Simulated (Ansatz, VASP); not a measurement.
# LiAl2BrN6: VASP beside Ansatz

```xyz
10
Lattice="5.2190 0.0000 0.0000 -2.6095 4.5198 0.0000 0.0000 0.0000 7.3236" Properties=species:S:1:pos:R:3 pbc="T T T"
Li    0.0000    0.0000    0.0000
Al    0.0000    3.0132    0.0000
Al    2.6095    1.5066    0.0000
N    -1.5318    2.6531    0.6031
N     1.0777    1.8667    0.6031
N     3.0635    0.0000    0.6031
N     2.1554    0.0000    6.7205
N     1.5318    2.6531    6.7205
N    -1.0777    1.8667    6.7205
Br    0.0000    0.0000    3.6618
```

Alike in both runs: functional PBE; k mesh 6 × 6 × 4; no spin polarisation.

Ansatz relaxed the structure, and its values are those at the end. VASP's run is a single point on that final structure, the one shown.

|  | VASP | Ansatz |
| --- | --- | --- |
| version | VASP 6.6.1 | Ansatz 0.2.0 |
| potentials or method | VASP PAW PBE potentials, release 64 (Li_sv, Al, N, Br), cutoff 520 eV | PAW plane waves |
| occupations | fermi-dirac, width 0.1 eV | fermi-dirac |
| valence electrons in the cell | 46 | 46 |

Ansatz gave:

* rms of the force components (eV/Å): 0.004

Problem. Which values does VASP return?

Solution. rms of the force components (eV/Å): 0.086.

Ansatz's warnings: stress scf threshold loose, structure snapped to symmetry.

Noted on VASP's run: the cutoff is short for stress, so the pressure is rough.
